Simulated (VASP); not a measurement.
# Si16O (a cell with a defect) in VASP: single point with PBEsol

Aim: the single point of Si16O (a cell with a defect) with PBEsol.

All numbers are computed with VASP 6.6.1; they aren't measurements. Logs are shortened: lines on timing, memory, paths and dates and some standing lists are left out, and cuts for length are marked.

**1. The cell of the first run**

The cell holds a defect, 17 atoms: a = 7.679 Å, b = 7.679 Å, c = 7.679 Å, α = 60.00°, β = 60.00°, γ = 60.00°.

**2. Single point, PBEsol, collinear spin, ferromagnetic start**

File INCAR:

```
SYSTEM = Si16O
  ALGO = Normal
  EDIFF = 1E-6
  ENCUT = 520
  GGA = PS
  ISIF = 2
  ISMEAR = -1
  ISPIN = 2
  LASPH = .True.
  LCHARG = .False.
  LORBIT = 11
  LREAL = Auto
  LWAVE = .False.
  MAGMOM = 0 0 0 0 0 0 0 0 0 0 0 0 0 0 0 0 1
  NBANDS = 53
  NELM = 150
  PREC = Accurate
  SIGMA = 0.05
```

File KPOINTS:

```
k-points
0
Gamma
  2 2 2
  0 0 0
```

File POSCAR:

```
Si16O
1.0
    0.0000000000      5.4300000000      5.4300000000
    5.4300000000      0.0000000000      5.4300000000
    5.4300000000      5.4300000000      0.0000000000
Si O
16 1
Direct
   -0.0113472802      0.0035343298     -0.0004693912
    0.0733476155      0.1580837861      0.1337384762
    0.0025958074     -0.0012203374      0.5050122634
    0.1292796829      0.1267095110      0.6251516744
    0.0499747934      0.5139374905     -0.0398168679
    0.1355853050      0.6275413503      0.1270509721
    0.0209936680      0.5006887592      0.5007102864
    0.1820036993      0.6241014611      0.5892951523
    0.4457063287      0.0459626120      0.0068998303
    0.6132915200      0.1297457074      0.1288198468
    0.5038058814      0.0054545531      0.5032685201
    0.6269448549      0.1281634960      0.6326115474
    0.5054714823      0.5032982828      0.0013610563
    0.5821316877      0.6742037867      0.1185356393
    0.5534732771      0.4991928705      0.4755063907
    0.6453262093      0.6313228859      0.6253025561
    0.8162738672      0.7010007551      0.9436388474
```

Potentials or basis: VASP PAW PBE potentials, release 64 (Si, O).

The run is started by

```
$ cat potpaw_PBE.64/Si/POTCAR potpaw_PBE.64/O/POTCAR > POTCAR
$ mpirun -np 1 vasp_std > vasp.out
```

OUTCAR:

```text
SYSTEM = Si16O
   EDIFF = 1E-6
   ENCUT = 520
   GGA = PS
   ISIF = 2
   ISMEAR = -1
   ISPIN = 2
   LASPH = .True.
   LORBIT = 11
   LREAL = Auto
   NELM = 150
   PREC = Accurate

 ion  position               nearest neighbor table
   1  0.989  0.004  1.000-   4 2.35  10 2.35   2 2.36   6 2.36
   2  0.073  0.158  0.134-   5 2.32   9 2.34   3 2.36   1 2.36
   3  0.003  0.999  0.505-   4 2.35   2 2.36  12 2.36   8 2.38
   4  0.129  0.127  0.625-   7 2.35  11 2.35   3 2.35   1 2.35
   5  0.050  0.514  0.960-  17 1.66   6 2.32   2 2.32   8 2.33  14 2.93
   6  0.136  0.628  0.127-   5 2.32  13 2.32   7 2.34   1 2.36
   7  0.021  0.501  0.501-   6 2.34   4 2.35   8 2.36  16 2.36
   8  0.182  0.624  0.589-   5 2.33  15 2.33   7 2.36   3 2.38
   9  0.446  0.046  0.007-  14 2.33   2 2.34  10 2.36  12 2.38
  10  0.613  0.130  0.129-  13 2.35  11 2.35   1 2.35   9 2.36
  11  0.504  0.005  0.503-   4 2.35  16 2.35  10 2.35  12 2.35
  12  0.627  0.128  0.633-  15 2.35  11 2.35   3 2.36   9 2.38
  13  0.505  0.503  0.001-  14 2.32   6 2.32  10 2.35  16 2.36
  14  0.582  0.674  0.119-  17 1.66  13 2.32  15 2.32   9 2.33   5 2.93
  15  0.553  0.499  0.476-  14 2.32   8 2.33  12 2.35  16 2.35
  16  0.645  0.631  0.625-  11 2.35  15 2.35   7 2.36  13 2.36
  17  0.816  0.701  0.944-  14 1.66   5 1.66

  LATTYP: Found a face centered cubic cell.
 ALAT       =    10.8600000000

  Lattice vectors:

 A1 = (   0.0000000000,   5.4300000000,   5.4300000000)
 A2 = (   5.4300000000,   0.0000000000,   5.4300000000)
 A3 = (   5.4300000000,   5.4300000000,   0.0000000000)

Analysis of symmetry for initial positions (statically):
=====================================================================
 Subroutine PRICEL returns:
 Original cell was already a primitive cell.

 Routine SETGRP: Setting up the symmetry group for a
 face centered cubic supercell.

 Subroutine GETGRP returns: Found  1 space group operations
 (whereof  1 operations were pure point group operations)
 out of a pool of 48 trial point group operations.

The static configuration has the point symmetry C_1 .

Analysis of symmetry for dynamics (positions and initial velocities):
=====================================================================
 Subroutine PRICEL returns:
 Original cell was already a primitive cell.

 Routine SETGRP: Setting up the symmetry group for a
 face centered cubic supercell.

 Subroutine GETGRP returns: Found  1 space group operations
 (whereof  1 operations were pure point group operations)
 out of a pool of 48 trial point group operations.

The dynamic configuration has the point symmetry C_1 .

Analysis of structural, dynamic, and magnetic symmetry:
=====================================================================
 Subroutine PRICEL returns:
 Original cell was already a primitive cell.

 Routine SETGRP: Setting up the symmetry group for a
 face centered cubic supercell.

 Subroutine GETGRP returns: Found  1 space group operations
 (whereof  1 operations were pure point group operations)
 out of a pool of 48 trial point group operations.

The overall configuration has the point symmetry C_1 .

 Subroutine INISYM returns: Found  1 space group operations
 (whereof  1 operations are pure point group operations),
 and found     1 'primitive' translations

----------------------------------------------------------------------------------------

                                     Primitive cell

  volume of cell :     320.2060

  direct lattice vectors                    reciprocal lattice vectors
     0.000000000  5.430000000  5.430000000    -0.092081031  0.092081031  0.092081031
     5.430000000  0.000000000  5.430000000     0.092081031 -0.092081031  0.092081031
     5.430000000  5.430000000  0.000000000     0.092081031  0.092081031 -0.092081031

  length of vectors
     7.679179644  7.679179644  7.679179644     0.159489025  0.159489025  0.159489025

  position of ions in fractional coordinates (direct lattice)
     0.988652720  0.003534330  0.999530609
     0.073347615  0.158083786  0.133738476
     0.002595807  0.998779663  0.505012263
     0.129279683  0.126709511  0.625151674
     0.049974793  0.513937490  0.960183132
     0.135585305  0.627541350  0.127050972
[... 9 lines left out ...]
     0.645326209  0.631322886  0.625302556
     0.816273867  0.701000755  0.943638847

  ion indices of the primitive-cell ions
   primitive index   ion index
                 1           1
                 2           2
                 3           3
                 4           4
                 5           5
                 6           6
[... 9 lines left out ...]
                16          16
                17          17

----------------------------------------------------------------------------------------

 KPOINTS: k-points

Automatic generation of k-mesh.
 Grid dimensions read from file:
 generate k-points for:    2    2    2

 Generating k-lattice:

  Cartesian coordinates                     Fractional coordinates (reciprocal lattice)
    -0.046040516  0.046040516  0.046040516     0.500000000  0.000000000  0.000000000
     0.046040516 -0.046040516  0.046040516     0.000000000  0.500000000  0.000000000
     0.046040516  0.046040516 -0.046040516     0.000000000  0.000000000  0.500000000

  Length of vectors
     0.079744512  0.079744512  0.079744512

  Shift w.r.t. Gamma in fractional coordinates (k-lattice)
     0.000000000  0.000000000  0.000000000

 Subroutine IBZKPT returns following result:
 ===========================================

 Found      8 irreducible k-points:

 Following reciprocal coordinates:
            Coordinates               Weight
  0.000000  0.000000  0.000000      1.000000
  0.500000  0.000000  0.000000      1.000000
  0.000000  0.500000  0.000000      1.000000
  0.000000  0.000000  0.500000      1.000000
  0.500000  0.500000  0.500000      1.000000
  0.500000  0.500000  0.000000      1.000000
  0.000000  0.500000  0.500000      1.000000
  0.500000  0.000000  0.500000      1.000000
   k-points           NKPTS =      8   k-points in BZ     NKDIM =      8   number of bands    NBANDS=     53
   number of dos      NEDOS =    301   number of ions     NIONS =     17
   total plane-waves  NPLWV = 216000
   dimension x,y,z NGX =    60 NGY =   60 NGZ =   60
   dimension x,y,z NGXF=   120 NGYF=  120 NGZF=  120
   ions per type =              16   1
   NGX,Y,Z   is equivalent  to a cutoff of  12.99, 12.99, 12.99 a.u.
   NGXF,Y,Z  is equivalent  to a cutoff of  25.98, 25.98, 25.98 a.u.
 SYSTEM =  Si16O
   PREC   = accura    normal or accurate (medium, high low for compatibility)
   ISTART =      0    job   : 0-new  1-cont  2-samecut
   ICHARG =      2    charge: 1-file 2-atom 10-const
   ISPIN  =      2    spin polarized calculation?
   LNONCOLLINEAR =      F non collinear calculations
   LSORBIT =      F    spin-orbit coupling
   LASPH  =      T    aspherical Exc in radial PAW
   ENCUT  =  520.0 eV  38.22 Ry    6.18 a.u.  14.28 14.28 14.28*2*pi/ulx,y,z
   NELM   =    150;   NELMIN=  2; NELMDL= -5     # of ELM steps
   EDIFF  = 0.1E-05   stopping-criterion for ELM
   LREAL  =      T    real-space projection
   EDIFFG = 0.1E-04   stopping-criterion for IOM
   NSW    =      0    number of steps for IOM
   IBRION =     -1    ionic relax: 0-MD 1-quasi-New 2-CG
   NFREE  =      0    steps in history (QN), initial steepest desc. (CG)
   ISIF   =      2    stress and relaxation
   ISYM   =      2    0-nonsym 1-usesym 2-fastsym
   POTIM  = 0.5000    time-step for ionic-motion
   TEBEG  =    0.0;   TEEND  =   0.0 temperature during run
   PSTRESS=    0.0 pullay stress
   NELECT =      70.0000    total number of electrons
   NUPDOWN=      -1.0000    fix difference up-down
   EMIN   =  10.00;   EMAX   =-10.00  energy-range for DOS
   EFERMI =   0.00;   METHOD = LEGACY
   ISMEAR =    -1;   SIGMA  =   0.05  broadening in eV -4-tet -1-fermi 0-gaus
   EFERMI_NEDOS =   21; number of points for ismear=-14 and -15
   IALGO  =     38    algorithm
   IMIX   =      4    mixing-type and parameters
     AMIX     =   0.40;   BMIX     =  1.00
     AMIX_MAG =   1.60;   BMIX_MAG =  1.00
  volume/ion in A,a.u.               =      18.84       127.11
  Fermi-wavevector in a.u.,A,eV,Ry     =   0.986199  1.863645 13.232857  0.972588
  Thomas-Fermi vector in A             =   2.117562
   LORBIT       =     11    0 simple, 1 ext, 2 COOP (PROOUT), +10 PAW based schemes
   GGA     = PS    functional components
   LHFCALC =     F    Hartree Fock is set to
   AEXX    =    0.0000 exact exchange contribution
   IVDW    =     0    specifies the selected vdW correction
   LEPSILON=     F    determine dielectric tensor
   LRPA    =     F    only Hartree local field effects (RPA)
 spin polarized calculation
  energy-cutoff  :      520.00
  volume of cell :      320.21
 maximum number of plane-waves:      8646
 NGX is ok and might be reduce to    60
   NGX = 29   NGY = 29   NGZ = 29

 number of electron      69.9999999 magnetization       0.0004968

 number of electron      69.9999999 magnetization      -0.0000751

 Free energy of the ion-electron system (eV)
  ---------------------------------------------------
  ext. energy  EPLUGINS =         0.00000000
  ---------------------------------------------------
  free energy    TOTEN  =       -98.31951919 eV

  energy without entropy =      -98.31656926  energy(sigma->0) =      -98.31804423

 E-fermi :   6.0518     XC(G=0):  -9.6838

 val. band max:        5.8453109819   @ k =   0.0000   0.0000   0.0000
 cond. band min:       6.2403276921   @ k =   0.0000   0.0000   0.0000
 fundamental gap:      0.3950167102
 Fermi energy:         6.0517558008

 spin component 1

 k-point     1 :       0.0000    0.0000    0.0000
  band No.  band energies     occupation
      1     -14.4976      1.00000
      2      -5.8755      1.00000
      3      -4.4732      1.00000
      4      -3.7356      1.00000
      5      -3.7181      1.00000
      6      -3.3738      1.00000
[... 39 lines left out ...]
     46       8.5699      0.00000
     47       8.6050      0.00000
[... 308 lines left out ...]
      6      -4.0167      1.00000
[... 39 lines left out ...]
     46      10.0916      0.00000
     47      10.3448      0.00000
 Fermi energy:         6.0517558008

 spin component 2

 k-point     1 :       0.0000    0.0000    0.0000
  band No.  band energies     occupation
      1     -14.4976      1.00000
      2      -5.8755      1.00000
      3      -4.4733      1.00000
      4      -3.7356      1.00000
      5      -3.7181      1.00000
      6      -3.3738      1.00000
[... 39 lines left out ...]
     46       8.5699      0.00000
     47       8.6050      0.00000
[... 308 lines left out ...]
      6      -4.0166      1.00000
[... 39 lines left out ...]
     46      10.0916      0.00000
     47      10.3448      0.00000
 [bands above 47 left out]

------------------------ aborting loop because EDIFF is reached ----------------------------------------

  FORCE on cell =-STRESS in cart. coord.  units (eV):
  Direction    XX          YY          ZZ          XY          YZ          ZX
  --------------------------------------------------------------------------------------
  -------------------------------------------------------------------------------------
  Total        5.1840626      4.5707365      4.4736026     -2.0072738      2.8711174     -2.2825784
  in kB       25.9388869     22.8700588     22.3840411    -10.0435606     14.3658740    -11.4210701
  external PRESSURE =      23.7309956 kB  Pullay stress =       0.0000000 kB

 VOLUME and BASIS-vectors are now :
 -----------------------------------------------------------------------------
  energy-cutoff  :      520.00
  volume of cell :      320.21
      direct lattice vectors                 reciprocal lattice vectors
     0.000000000  5.430000000  5.430000000    -0.092081031  0.092081031  0.092081031
     5.430000000  0.000000000  5.430000000     0.092081031 -0.092081031  0.092081031
     5.430000000  5.430000000  0.000000000     0.092081031  0.092081031 -0.092081031

 POSITION                                       TOTAL-FORCE (eV/Angst)
 -----------------------------------------------------------------------------------
      5.44664     10.79584      5.38758         0.002845      0.013280      0.000683
      1.58459      1.12448      1.25667        -0.014610     -0.020979     -0.019730
      8.16559      2.75631      5.43747         0.003806     -0.014759      0.009831
      4.08261      4.09656      1.39002         0.019182      0.023843     -0.002868
      8.00447      5.48516      3.06204        -0.035711      0.091599      0.018940
      4.09744      1.42611      4.14378        -0.000547      0.011628      0.019758
[... 9 lines left out ...]
      6.82348      6.89951      6.93220         0.010969      0.015060      0.003955
      8.93039      9.55633      8.23880        -0.044891     -0.057000      0.050905
 -----------------------------------------------------------------------------------
    total drift:                                0.007825      0.006718      0.001776

  FREE ENERGIE OF THE ION-ELECTRON SYSTEM (eV)
  ---------------------------------------------------
  free  energy   TOTEN  =       -98.3195191903 eV

  energy  without entropy=      -98.3165692638  energy(sigma->0) =      -98.31804423

 total charge

# of ion       s       p       d       tot
------------------------------------------
    1        0.742   0.943   0.000   1.685
    2        0.747   0.961   0.000   1.707
    3        0.745   0.933   0.000   1.678
    4        0.739   0.957   0.000   1.696
    5        0.744   0.943   0.000   1.687
    6        0.746   0.971   0.000   1.717
[... 9 lines left out ...]
   16        0.741   0.946   0.000   1.686
   17        1.572   3.583   0.000   5.155
--------------------------------------------------
tot         13.475  18.807   0.000  32.282

 magnetization (x)

# of ion       s       p       d       tot
------------------------------------------
    1        0.000  -0.000   0.000   0.000
    2        0.000   0.000   0.000   0.000
    3       -0.000  -0.000   0.000  -0.000
    4        0.000   0.000   0.000   0.000
    5       -0.000  -0.000   0.000  -0.000
    6        0.000   0.000   0.000   0.000
[... 9 lines left out ...]
   16        0.000   0.000   0.000   0.000
   17       -0.000  -0.000   0.000  -0.000
--------------------------------------------------
tot          0.000   0.000   0.000   0.000
```

Run time: 4.2 min. Hardware: 1 thread of Intel Xeon 6975P-C (Granite Rapids), shared host; peak memory 0.7 GiB.

Results:

```yaml
Free_energy: -98.3195 eV
Pressure: 2.4 GPa
Largest_force: 0.100 eV/Å
Band_gap_on_the_k_mesh: 0.40 eV
Net_moment: 0.00 μB per cell
Valence_electrons_inside_the_program's_atomic_spheres: Si 1.69, 1.71, 1.68, 1.70, 1.72 (each value once); O 5.16
```

Forces in eV/Å, atoms in the order of the input:
```
Si   0.003  0.013  0.001
Si  -0.015 -0.021 -0.020
Si   0.004 -0.015  0.010
Si   0.019  0.024 -0.003
Si  -0.036  0.092  0.019
Si  -0.001  0.012  0.020
Si  -0.002 -0.025  0.000
Si  -0.010 -0.018 -0.023
Si   0.027  0.030  0.003
Si   0.015 -0.023 -0.018
Si  -0.006 -0.010  0.015
Si  -0.021 -0.007 -0.027
Si  -0.023 -0.001  0.001
Si   0.077 -0.023 -0.057
Si   0.001  0.013  0.025
Si   0.011  0.015  0.004
O   -0.045 -0.057  0.051
```

Caveat: the k points lie up to 0.50 Å⁻¹ apart; the PAW data sets were made with another functional, which shifts forces and pressure a little.
